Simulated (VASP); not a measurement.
Set up this calculation in VASP 6.6.1, as the native input.

| Quantity | Value |
| --- | --- |
| Task | single point |
| Functional | PBEsol |
| Potentials or basis | VASP PAW PBE potentials, release 64 (Al) |
| Cutoff | 520 eV |
| k mesh | 18 × 18 × 18 |
| Occupations | gaussian, width 0.1 eV |
| Spin | no spin polarisation |
| Dipole correction | no |
| Further INCAR settings | ALGO = Normal; EDIFF = 1e-06; NBANDS = 8 |

The structure of Al lies in POSCAR:

```
Al
1.0
    0.0000000000      2.0078663273      2.0078663273
    2.0078663273      0.0000000000      2.0078663273
    2.0078663273      2.0078663273      0.0000000000
Al
1
Direct
    0.0000000000      0.0000000000      0.0000000000
```

The input as run:

INCAR

```
SYSTEM = Al
PREC     = Accurate       ! precision mode
ENCUT    = 520            ! plane-wave cutoff, eV
EDIFF    = 1E-6           ! SCF threshold, eV
ISMEAR   = 0              ! smearing method
SIGMA    = 0.1            ! smearing width, eV
LREAL    = .FALSE.        ! projectors in reciprocal space
LASPH    = .TRUE.         ! aspherical terms in the spheres
NELM     = 80             ! most SCF steps
ALGO     = Normal         ! electronic algorithm
ISIF     = 2              ! what is computed and relaxed
LWAVE    = .FALSE.        ! write WAVECAR
LCHARG   = .FALSE.        ! write CHGCAR
GGA      = PS             ! functional
NBANDS   = 8              ! bands
```

KPOINTS

```
regular mesh
0
G
  18 18 18
  0 0 0
```

Potentials or basis: VASP PAW PBE potentials, release 64 (Al).

Command:

```bash
$ cat potpaw_PBE.64/Al/POTCAR > POTCAR
$ mpirun -np 1 vasp_std > vasp.out
```

It gave:

The pressure is 0.0 GPa.

Caveat: the PAW data sets were made with another functional, which shifts forces and pressure a little.

Wall time 40 s on 1 thread of AMD EPYC 7R13 (shared host), peak memory 0.14 GiB.
